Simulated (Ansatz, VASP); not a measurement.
**HRh8: VASP beside Ansatz**

```
CELL_PARAMETERS angstrom
5.36502 0.00000 0.00000
0.00000 3.79364 0.00000
0.00000 0.00000 21.24008
ATOMIC_POSITIONS crystal
Rh 0.25000 0.50000 0.18832
Rh 0.75000 0.50000 0.18832
Rh 0.00000 0.00000 0.25147
Rh 0.50000 0.00000 0.25147
Rh 0.25000 0.50000 0.31535
Rh 0.75000 0.50000 0.31535
Rh 0.00000 0.00000 0.37383
Rh 0.50000 0.00000 0.37383
H 0.00000 0.12500 0.52919
```

Alike in both runs: task single point; functional PBE; dispersion D3(BJ); k mesh 5 × 7 × 1; occupations gaussian, width 0.1 eV; no spin polarisation.

```csv
,VASP,Ansatz
version,VASP 6.6.1,Ansatz 0.2.0
potentials or method,"VASP PAW PBE potentials, release 64 (Rh_pv, H), cutoff 520 eV","scalar-relativistic, plane waves, PAW"
valence electrons in the cell,121,137
```

```csv
,VASP,Ansatz,Ansatz less VASP
gap on the k mesh at the Fermi level (eV),none,none,-
rms of the force components (eV/Å),0.308,0.306,-0.0011
```

Atom by atom the forces differ by 0.002 eV/Å (rms over components). A gap of «none» marks a metal or a gap that the smearing closes. VASP's potentials hold 121 valence electrons a cell and Ansatz's 137, so a difference there can come from the potentials and not from the codes.
